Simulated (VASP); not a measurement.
A run of VASP 6.6.1 is set up as follows.

INCAR

```
SYSTEM = Be4S
  PREC = Accurate
  ENCUT = 520
  EDIFF = 1E-7
  ISMEAR = 0
  SIGMA = 0.1
  LREAL = .FALSE.
  LASPH = .TRUE.
  NELM = 60
  ALGO = Normal
  ISIF = 2
  LWAVE = .FALSE.
  LCHARG = .FALSE.
  GGA = PE
  NBANDS = 25
```

The input KPOINTS:

```
Automatic mesh
0
G
  4 4 4
  0 0 0
```

The input POSCAR:

```
Be4S
1.0
    3.8505485163      0.0000000000      0.0000000000
    0.7426218042      4.6946206408      0.0000000000
    0.0837798203      0.1274848892      6.6460263972
Be S
8 2
Direct
    0.0513229873      0.3752344253      0.6714391683
    0.0208458072      0.4284221780      0.3595439719
    0.3490472057      0.9491936712      0.7840425840
    0.7465798226      0.0882163006      0.2349322047
    0.2974619054      0.2340319185      0.0305118640
    0.6593754492      0.7499462303      0.5131278529
    0.0815702843      0.9993056395      0.4927457658
    0.8167661988      0.1104307525      0.8925166881
    0.5037225590      0.5127906764      0.7733847889
    0.4733077805      0.5524282076      0.2477551115
```

Potentials or basis: VASP PAW PBE potentials, release 64 (Be, S).

Command:

```sh
$ cat potpaw_PBE.64/Be/POTCAR potpaw_PBE.64/S/POTCAR > POTCAR
$ mpirun -np 1 vasp_std > vasp.out
```

(1) Estimate the band gap on the k mesh.

(2) Predict the pressure.

(3) Estimate the largest force.

Answers

(1) zero (bands 14 and 15 overlap by 1.14 eV).

(2) -0.7 GPa.

(3) 0.632 eV/Å.

Caveat: the k points lie up to 0.41 Å⁻¹ apart, too coarse for converged energies and pressures of a metal.
